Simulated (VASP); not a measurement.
# Zr (P6_3/mmc) in VASP: single point with PBE-based screened hybrid

Aim: the single point of Zr with PBE-based screened hybrid.

Program: VASP 6.6.1. These are calculated values, not measurements. Logs are shortened: lines on timing, memory, paths and dates and some standing lists are left out, and cuts for length are marked.

**1. The cell of the first run**

The structure is hexagonal, space group P6_3/mmc (No. 194). Conventional cell: a = 3.269 Å, b = 3.269 Å, c = 5.059 Å, α = 90.00°, β = 90.00°, γ = 120.00°. Zr (site symmetry -6m2) has 12 Zr at 3.16 to 3.27 Å within 4.2 Å.

**2. Single point, PBE-based screened hybrid**

Input file POSCAR:

```
Zr
1.0
    3.2686708186      0.0000000000      0.0000000000
   -1.6343354093      2.8307519655      0.0000000000
    0.0000000000      0.0000000000      5.0589226225
Zr
2
Direct
    0.6666666667      0.3333333333      0.7500000000
    0.3333333333      0.6666666667      0.2500000000
```

Input file INCAR.step1:

```
SYSTEM = Zr
  PREC = Accurate
  ENCUT = 520
  EDIFF = 1E-5
  ISMEAR = -1
  SIGMA = 0.05
  LREAL = .FALSE.
  LASPH = .TRUE.
  NELM = 100
  ALGO = Normal
  ISIF = 2
  LWAVE = .TRUE.
  LCHARG = .FALSE.
  NBANDS = 19
  GGA = PE
```

Input file INCAR.step2:

```
SYSTEM = Zr
  PREC = Accurate
  ENCUT = 520
  EDIFF = 1E-6
  ISMEAR = -1
  SIGMA = 0.05
  LREAL = .FALSE.
  LASPH = .TRUE.
  NELM = 100
  ALGO = Normal
  ISIF = 2
  LWAVE = .FALSE.
  LCHARG = .FALSE.
  GGA = PE
  LHFCALC = .TRUE.
  AEXX = 0.25
  HFSCREEN = 0.3
  PRECFOCK = Normal
  NBANDS = 19
  ISTART = 1
```

Input file KPOINTS:

```
Automatic mesh
0
G
  5 5 3
  0 0 0
```

Potentials or basis: VASP PAW PBE potentials, release 64 (Zr_sv).

Run with:

```
$ cat potpaw_PBE.64/Zr_sv/POTCAR > POTCAR
$ cp INCAR.step1 INCAR
$ mpirun -np 1 vasp_std > vasp.out
$ cp INCAR.step2 INCAR
$ mpirun -np 1 vasp_std > vasp.out
```

OUTCAR:

```text
SYSTEM = Zr
   PREC = Accurate
   ENCUT = 520
   EDIFF = 1E-6
   ISMEAR = -1
   LREAL = .FALSE.
   LASPH = .TRUE.
   NELM = 100
   ISIF = 2
   GGA = PE
   LHFCALC = .TRUE.
   AEXX = 0.25
   HFSCREEN = 0.3
   PRECFOCK = Normal
   ISTART = 1

 ion  position               nearest neighbor table
   1  0.667  0.333  0.750-   2 3.16   2 3.16   2 3.16   2 3.16   2 3.16   2 3.16
   2  0.333  0.667  0.250-   1 3.16   1 3.16   1 3.16   1 3.16   1 3.16   1 3.16

  LATTYP: Found a hexagonal cell.
 ALAT       =     3.2686708186
 C/A-ratio  =     1.5477002437

  Lattice vectors:

 A1 = (   3.2686708186,   0.0000000000,   0.0000000000)
 A2 = (  -1.6343354093,   2.8307519655,   0.0000000000)
 A3 = (   0.0000000000,   0.0000000000,   5.0589226225)

Analysis of symmetry for initial positions (statically):
=====================================================================
 Subroutine PRICEL returns:
 Original cell was already a primitive cell.

 Routine SETGRP: Setting up the symmetry group for a
 hexagonal supercell.

 Subroutine GETGRP returns: Found 24 space group operations
 (whereof 12 operations were pure point group operations)
 out of a pool of 24 trial point group operations.

The static configuration has the point symmetry D_3d.
 The point group associated with its full space group is D_6h.

Analysis of symmetry for dynamics (positions and initial velocities):
=====================================================================
 Subroutine PRICEL returns:
 Original cell was already a primitive cell.

 Routine SETGRP: Setting up the symmetry group for a
 hexagonal supercell.

 Subroutine GETGRP returns: Found 24 space group operations
 (whereof 12 operations were pure point group operations)
 out of a pool of 24 trial point group operations.

The dynamic configuration has the point symmetry D_3d.
 The point group associated with its full space group is D_6h.

 Subroutine INISYM returns: Found 24 space group operations
 (whereof 12 operations are pure point group operations),
 and found     1 'primitive' translations

----------------------------------------------------------------------------------------

                                     Primitive cell

  volume of cell :      46.8092

  direct lattice vectors                    reciprocal lattice vectors
     3.268670819  0.000000000  0.000000000     0.305934753  0.176631512  0.000000000
    -1.634335409  2.830751966  0.000000000     0.000000000  0.353263024  0.000000000
     0.000000000  0.000000000  5.058922622     0.000000000  0.000000000  0.197670547

  length of vectors
     3.268670819  3.268670819  5.058922622     0.353263024  0.353263024  0.197670547

  position of ions in fractional coordinates (direct lattice)
     0.666666667  0.333333333  0.750000000
     0.333333333  0.666666667  0.250000000

  ion indices of the primitive-cell ions
   primitive index   ion index
                 1           1
                 2           2

----------------------------------------------------------------------------------------

 KPOINTS: Automatic mesh

Automatic generation of k-mesh.
 Grid dimensions read from file:
 generate k-points for:    5    5    3

 Generating k-lattice:

  Cartesian coordinates                     Fractional coordinates (reciprocal lattice)
     0.061186951  0.035326302  0.000000000     0.200000000 -0.000000000  0.000000000
     0.000000000  0.070652605  0.000000000     0.000000000  0.200000000  0.000000000
     0.000000000  0.000000000  0.065890182     0.000000000  0.000000000  0.333333333

  Length of vectors
     0.070652605  0.070652605  0.065890182

  Shift w.r.t. Gamma in fractional coordinates (k-lattice)
     0.000000000  0.000000000  0.000000000

 Subroutine IBZKPT returns following result:
 ===========================================

 Found     10 irreducible k-points:

 Following reciprocal coordinates:
            Coordinates               Weight
  0.000000  0.000000  0.000000      1.000000
  0.200000  0.000000  0.000000      6.000000
  0.400000  0.000000  0.000000      6.000000
  0.200000  0.200000  0.000000      6.000000
  0.400000  0.200000  0.000000      6.000000
  0.000000  0.000000  0.333333      2.000000
  0.200000  0.000000  0.333333     12.000000
  0.400000  0.000000  0.333333     12.000000
  0.200000  0.200000  0.333333     12.000000
  0.400000  0.200000  0.333333     12.000000
   k-points           NKPTS =     10   k-points in BZ     NKDIM =     75   number of bands    NBANDS=     19
   number of dos      NEDOS =    301   number of ions     NIONS =      2
   total plane-waves  NPLWV =  23040
   dimension x,y,z NGX =    24 NGY =   24 NGZ =   40
   dimension x,y,z NGXF=    48 NGYF=   48 NGZF=   80
   ions per type =               2
   NGX,Y,Z   is equivalent  to a cutoff of  12.21, 12.21, 13.14 a.u.
   NGXF,Y,Z  is equivalent  to a cutoff of  24.41, 24.41, 26.29 a.u.
 SYSTEM =  Zr
   PREC   = accura    normal or accurate (medium, high low for compatibility)
   ISTART =      1    job   : 0-new  1-cont  2-samecut
   ICHARG =      0    charge: 1-file 2-atom 10-const
   ISPIN  =      1    spin polarized calculation?
   LNONCOLLINEAR =      F non collinear calculations
   LSORBIT =      F    spin-orbit coupling
   LASPH  =      T    aspherical Exc in radial PAW
   ENCUT  =  520.0 eV  38.22 Ry    6.18 a.u.   6.08  6.08  9.41*2*pi/ulx,y,z
   NELM   =    100;   NELMIN=  2; NELMDL=  0     # of ELM steps
   EDIFF  = 0.1E-05   stopping-criterion for ELM
   LREAL  =      F    real-space projection
   EDIFFG = 0.1E-04   stopping-criterion for IOM
   NSW    =      0    number of steps for IOM
   IBRION =     -1    ionic relax: 0-MD 1-quasi-New 2-CG
   NFREE  =      0    steps in history (QN), initial steepest desc. (CG)
   ISIF   =      2    stress and relaxation
   ISYM   =      3    0-nonsym 1-usesym 2-fastsym
   POTIM  = 0.5000    time-step for ionic-motion
   TEBEG  =    0.0;   TEEND  =   0.0 temperature during run
   PSTRESS=    0.0 pullay stress
   NELECT =      24.0000    total number of electrons
   NUPDOWN=      -1.0000    fix difference up-down
   EMIN   =  10.00;   EMAX   =-10.00  energy-range for DOS
   EFERMI =   0.00;   METHOD = LEGACY
   ISMEAR =    -1;   SIGMA  =   0.05  broadening in eV -4-tet -1-fermi 0-gaus
   EFERMI_NEDOS =   21; number of points for ismear=-14 and -15
   IALGO  =     38    algorithm
   IMIX   =      1    mixing-type and parameters
     AMIX     =   0.40;   BMIX     =  1.00
     AMIX_MAG =   1.60;   BMIX_MAG =  1.00
  volume/ion in A,a.u.               =      23.40       157.94
  Fermi-wavevector in a.u.,A,eV,Ry     =   1.310292  2.476094 23.359383  1.716866
  Thomas-Fermi vector in A             =   2.440833
   LORBIT       =      0    0 simple, 1 ext, 2 COOP (PROOUT), +10 PAW based schemes
   GGA     = PE    functional components
   LHFCALC =     T    Hartree Fock is set to
   PRECFOCK=normal    Normal, Fast or Accurate (Low or Medium for compatibility)
   ENCUT4O =  -1.0   cutoff for four orbital integrals eV
   NKREDX  =     1    reduce k-point grid by
   NKREDY  =     1    reduce k-point grid by
   NKREDZ  =     1    reduce k-point grid by
   AEXX    =    0.2500 exact exchange contribution
   HFSCREEN=    0.3000 screening length (either q_TF or 0.3 A-1)
   HFSCREENC=   0.3000 screening length for correlation (either q_TF or 0.3 A-1)
   ENCUTFOCK=  -1.0 apply spherical cutoff to Coloumb kernel
   IVDW    =     0    specifies the selected vdW correction
   LEPSILON=     F    determine dielectric tensor
   LRPA    =     F    only Hartree local field effects (RPA)
 non-spin polarized calculation
  energy-cutoff  :      520.00
  volume of cell :       46.81
 maximum number of plane-waves:      1280
  NGX = 20; NGY = 20; NGZ = 30

 number of electron      24.0000000 magnetization

 Free energy of the ion-electron system (eV)
  ---------------------------------------------------
  ext. energy  EPLUGINS =         0.00000000
  ---------------------------------------------------
  free energy    TOTEN  =       -18.99748945 eV

  energy without entropy =      -18.98191304  energy(sigma->0) =      -18.98970124

 E-fermi :   8.9151     XC(G=0):  -9.2702

 val. band max:        8.8998720784   @ k =   0.4000   0.2000   0.3333
 cond. band min:       9.1596042875   @ k =   0.0000   0.0000   0.3333
 fundamental gap:      0.2597322091
 Fermi energy:         8.9151210165

 k-point     1 :       0.0000    0.0000    0.0000
  band No.  band energies     occupation
      1     -43.3973      2.00000
      2     -43.2088      2.00000
      3     -20.6287      2.00000
      4     -19.6558      2.00000
      5     -19.6558      2.00000
      6     -19.4876      2.00000
[... 11 lines left out ...]
     18      11.3923      0.00000
     19      13.9298      0.00000

 k-point     2 :       0.2000    0.0000    0.0000
  band No.  band energies     occupation
      1     -43.3531      2.00000
      2     -43.1964      2.00000
      3     -20.4971      2.00000
      4     -19.8985      2.00000
      5     -19.7338      2.00000
      6     -19.7327      2.00000
[... 11 lines left out ...]
     18      11.8829      0.00000
     19      14.5318      0.00000

 k-point     3 :       0.4000    0.0000    0.0000
  band No.  band energies     occupation
      1     -43.2695      2.00000
      2     -43.1875      2.00000
      3     -20.3001      2.00000
      4     -20.2107      2.00000
      5     -20.0876      2.00000
      6     -19.8456      2.00000
[... 11 lines left out ...]
     18      14.0717      0.00000
     19      15.0141      0.00000

 k-point     4 :       0.2000    0.2000    0.0000
  band No.  band energies     occupation
      1     -43.2880      2.00000
      2     -43.1868      2.00000
      3     -20.2812      2.00000
      4     -20.1104      2.00000
      5     -20.0744      2.00000
      6     -19.8110      2.00000
[... 99 lines left out ...]
     18      13.9519      0.00000
     19      14.4989      0.00000

 k-point     9 :       0.2000    0.2000    0.3333
  band No.  band energies     occupation
      1     -43.2627      2.00000
      2     -43.2121      2.00000
      3     -20.3600      2.00000
      4     -20.2242      2.00000
      5     -19.8627      2.00000
      6     -19.8390      2.00000
[... 11 lines left out ...]
     18      13.8967      0.00000
     19      14.6432      0.00000

 k-point    10 :       0.4000    0.2000    0.3333
  band No.  band energies     occupation
      1     -43.2233      2.00000
      2     -43.2045      2.00000
      3     -20.4071      2.00000
      4     -20.3211      2.00000
      5     -20.0273      2.00000
      6     -19.8524      2.00000
[... 11 lines left out ...]
     18      14.4372      0.00000
     19      16.0161      0.00000

------------------------ aborting loop because EDIFF is reached ----------------------------------------

  FORCE on cell =-STRESS in cart. coord.  units (eV):
  Direction    XX          YY          ZZ          XY          YZ          ZX
  --------------------------------------------------------------------------------------
  -------------------------------------------------------------------------------------
  Total        0.0012264      0.0012264     -0.0086857     -0.0000000      0.0000000      0.0000000
  in kB        0.0419766      0.0419766     -0.2972926     -0.0000000      0.0000000      0.0000000
  external PRESSURE =      -0.0711131 kB  Pullay stress =       0.0000000 kB

 VOLUME and BASIS-vectors are now :
 -----------------------------------------------------------------------------
  energy-cutoff  :      520.00
  volume of cell :       46.81
      direct lattice vectors                 reciprocal lattice vectors
     3.268670819  0.000000000  0.000000000     0.305934753  0.176631512  0.000000000
    -1.634335409  2.830751966  0.000000000     0.000000000  0.353263024  0.000000000
     0.000000000  0.000000000  5.058922622     0.000000000  0.000000000  0.197670547

 POSITION                                       TOTAL-FORCE (eV/Angst)
 -----------------------------------------------------------------------------------
      1.63434      0.94358      3.79419        -0.000000     -0.000000     -0.000000
     -0.00000      1.88717      1.26473         0.000000      0.000000      0.000000
 -----------------------------------------------------------------------------------
    total drift:                               -0.000000      0.000001     -0.000000

  FREE ENERGIE OF THE ION-ELECTRON SYSTEM (eV)
  ---------------------------------------------------
  free  energy   TOTEN  =       -18.9974894520 eV

  energy  without entropy=      -18.9819130359  energy(sigma->0) =      -18.98970124
```

Run time: 25 min. Hardware: 1 thread of AMD EPYC 7R43 (Zen 3), shared host; peak memory 0.23 GiB.

What came out:

```
Free energy            : -18.9975 eV
Pressure               : 0.0 GPa
Band gap on the k mesh : zero (band 12 reaches 10.04 eV, above the bottom of band 13 at 8.90 eV)
```

Levels at points of the mesh, in eV from the Fermi level:
| k point | band 10 | band 11 | band 12 | band 13 | band 14 | band 15 |
| --- | --- | --- | --- | --- | --- | --- |
| (0.00, 0.00, 0.00) | -3.32 | 1.13 | 1.13 | 1.26 | 1.69 | 2.02 |

Caveat: the k points lie up to 0.44 Å⁻¹ apart; the PAW data sets were made with another functional, which shifts forces and pressure a little.
